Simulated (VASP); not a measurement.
# MnO2: single point with PBE+TS

Crystal: MnO2.

```
CELL_PARAMETERS angstrom
2.85496 0.00000 0.00000
-1.42748 2.47246 0.00000
0.00000 0.00000 10.22174
ATOMIC_POSITIONS crystal
Mn 0.00000 0.00000 0.50000
Mn 0.00000 0.00000 0.00000
O 0.66667 0.33333 0.40686
O 0.66667 0.33333 0.09314
O 0.33333 0.66667 0.59314
O 0.33333 0.66667 0.90686
```

```yaml
Program: VASP 6.6.1
Task: single point
Functional: PBE
Dispersion: TS
Potentials_or_basis: VASP PAW PBE potentials, release 64 (Mn_pv, O)
Cutoff: 520 eV
k_mesh: 8 × 8 × 2
Occupations: gaussian, width 0.02 eV
Spin: collinear spin, ferromagnetic start
Starting_moments: "[4.0, 4.0, 0.0, 0.0, 0.0, 0.0] μB"
```

- Pressure: 2.1 GPa
- Largest force: 0.343 eV/Å
- Band gap on the k mesh: 0.87 eV (least direct gap 0.92 eV)
- Net moment: 6.00 μB per cell
- Site moments: Mn +2.83; O +0.04 μB
- Valence electrons inside the program's atomic spheres: Mn 11.75; O 5.00
- Hirshfeld charges: Mn +0.55; O -0.28 e
- Dispersion energy per atom: -0.160 eV

Forces on the atoms (eV/Å):
```
Mn   0.000  0.000  0.000
Mn   0.000  0.000  0.000
O    0.000  0.000 -0.343
O    0.000  0.000  0.343
O    0.000  0.000  0.343
O    0.000  0.000 -0.343
```

Stress tensor (GPa, compression positive):
```
3.05 0.00 0.00
0.00 3.05 0.00
0.00 0.00 0.12
```

Levels at points of the mesh, in eV from the valence-band top:
Spin up:
```csv
k point,band 26,band 27,band 28,band 29,band 30,band 31
"(0.00, 0.00, 0.00)",-1.34,-0.29,-0.05,2.96,2.96,2.98
"(0.50, 0.00, 0.00)",-1.72,-1.03,-0.95,2.14,2.32,2.80
"(0.00, 0.00, 0.50)",-1.35,-0.14,-0.14,2.97,2.97,2.97
"(0.50, 0.00, 0.50)",-1.73,-0.98,-0.98,2.23,2.23,2.81
```
Spin down:
```tsv
k point	band 19	band 20	band 21	band 22	band 23	band 24	band 25	band 26
(0.00, 0.00, 0.00)	-1.30	-1.28	-1.28	-1.22	0.87	0.87	0.87	0.87
(0.50, 0.00, 0.00)	-2.70	-2.67	-2.04	-1.67	1.12	1.20	1.64	1.64
(0.00, 0.00, 0.50)	-1.29	-1.29	-1.29	-1.29	0.87	0.87	0.87	0.87
(0.50, 0.00, 0.50)	-2.69	-2.69	-1.84	-1.84	1.16	1.16	1.64	1.64
```

Wall time 85 s on 1 thread of Intel(R) Xeon(R) Platinum 8488C (Sapphire Rapids), with other jobs on the host, peak memory 0.26 GiB.

Caveat: only a ferromagnetic start was run, and an antiferromagnetic order may lie lower in energy. A k mesh can miss the band edges.
